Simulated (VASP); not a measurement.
Input of a VASP 6.6.1 run:

The input INCAR:

```
SYSTEM = K
  PREC = Accurate
  ENCUT = 500
  EDIFF = 1E-6
  ISMEAR = -1
  SIGMA = 0.15
  LREAL = .False.
  LASPH = .True.
  NELM = 120
  ALGO = Normal
  ISIF = 2
  LWAVE = .False.
  LCHARG = .False.
  GGA = PS
  IVDW = 12
  NBANDS = 10
  GGA_COMPAT = .False.
```

KPOINTS

```
Automatic mesh
0
Gamma
  5 5 5
  0 0 0
```

The input POSCAR:

```
K
1.0
    0.0000000000      3.1464700000      3.1464700000
    3.1464700000      0.0000000000      3.1464700000
    3.1464700000      3.1464700000      0.0000000000
K
1
Direct
    0.0000000000      0.0000000000      0.0000000000
```

Potentials or basis: VASP PAW PBE potentials, release 64 (K_sv).

Run with:

```console
$ cat potpaw_PBE.64/K_sv/POTCAR > POTCAR
$ mpirun -np 1 vasp_std > vasp.out
```

(1) Estimate the pressure.

(2) Predict the dispersion energy per atom.

Results:

(1) 0.2 GPa.

(2) -0.146 eV.

Caveat: the PAW data sets were made with another functional, which shifts forces and pressure a little; pairwise dispersion overbinds metals, which lowers pressure and volume.
